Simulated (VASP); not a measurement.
Write the native input for VASP 6.6.1 that does the following.

| Item | Value |
| --- | --- |
| Task | single point |
| Functional | PBE |
| Potentials or basis | VASP PAW PBE potentials, release 64 (In_d, As) |
| Cutoff | 520 eV |
| k mesh | 18 × 18 × 18 |
| Occupations | gaussian, width 0.15 eV |
| Spin | no spin polarisation |
| Dipole correction | no |
| Further INCAR settings | ALGO = Normal; EDIFF = 1e-06; NBANDS = 16 |

The structure of InAs lies in POSCAR:

```
InAs
1.0
    0.0000000000      3.2655794194      2.7757425065
    3.2655794194      0.0000000000      2.7757425065
    3.2655794194      3.2655794194      0.0000000000
In As
1 1
Direct
    0.0000000000      0.0000000000      0.0000000000
    0.7500000000      0.7500000000      0.7500000000
```

This cell differs from its parent crystal: ratio of the length along z to the lengths across it x 0.85, volume and fractional coordinates fixed.

The input as run:

INCAR

```
SYSTEM = InAs
ALGO = Normal
EDIFF = 1E-6
ENCUT = 520
GGA = PE
ISIF = 2
ISMEAR = 0
LASPH = .TRUE.
LCHARG = .FALSE.
LREAL = .FALSE.
LWAVE = .FALSE.
NBANDS = 16
NELM = 100
PREC = Accurate
SIGMA = 0.15
```

KPOINTS

```
k-points
0
G
  18 18 18
  0 0 0
```

Potentials or basis: VASP PAW PBE potentials, release 64 (In_d, As).

Run with:

```sh
$ cat potpaw_PBE.64/In_d/POTCAR potpaw_PBE.64/As/POTCAR > POTCAR
$ mpirun -np 1 vasp_std > vasp.out
```

It gave:

```json
{
 "Pressure": "-0.4 GPa",
 "Band gap on the k mesh": "0.10 eV (least direct gap 0.11 eV)"
}
```

Caveat: semilocal functionals underestimate gaps, and a narrow one can read as zero; spin-orbit coupling is left out, which moves the levels of the heavy elements.

It took 120 s on 1 thread of Intel(R) Xeon(R) 6975P-C (Granite Rapids) (shared host), peak memory 0.56 GiB.
